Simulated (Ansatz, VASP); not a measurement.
**TaN in VASP and in Ansatz**

```
Ta N
1.0
    -1.99188    2.04035    2.05310
     1.99188   -2.04035    2.05310
     1.99188    2.04035   -2.05310
Ta N
1 1
Direct
  0.00000 0.00000 0.00000
  0.50000 0.00000 0.50000
```

Alike in both runs: task single point; functional PBE; k mesh 6 × 6 × 6; occupations gaussian, width 0.1 eV; collinear spin.

|  | VASP | Ansatz |
| --- | --- | --- |
| version | VASP 6.6.1 | Ansatz 0.2.0 |
| potentials or method | VASP PAW PBE potentials, release 64 (Ta_pv, N), cutoff 520 eV | scalar-relativistic, plane waves, PAW |
| valence electrons in the cell | 16 | 18 |

|  | VASP | Ansatz | Ansatz less VASP |
| --- | --- | --- | --- |
| gap on the k mesh at the Fermi level (eV) | none | none | - |
| pressure (GPa) | -22.9 | -23.1 | -0.22 |
| traceless stress, the component that is largest in VASP (GPa) | 9.77 | 9.26 | -0.513 |
| net moment per atom (μB) | 0.06 | 0.06 | -0.003 |
| size of the moment on the site where the two differ most (μB) | 0.09 | 0.04 | -0.043 |

Site moments also hang on the region over which each program counts them. A gap of «none» marks a metal or a gap that the smearing closes. With one functional, cell and mesh, what is left measures potentials, basis and numerics. VASP's potentials hold 16 valence electrons a cell and Ansatz's 18, so a difference there can come from the potentials and not from the codes.

The k mesh is coarse, so the values compare programs but aren't converged. Neither program's run includes spin-orbit coupling.
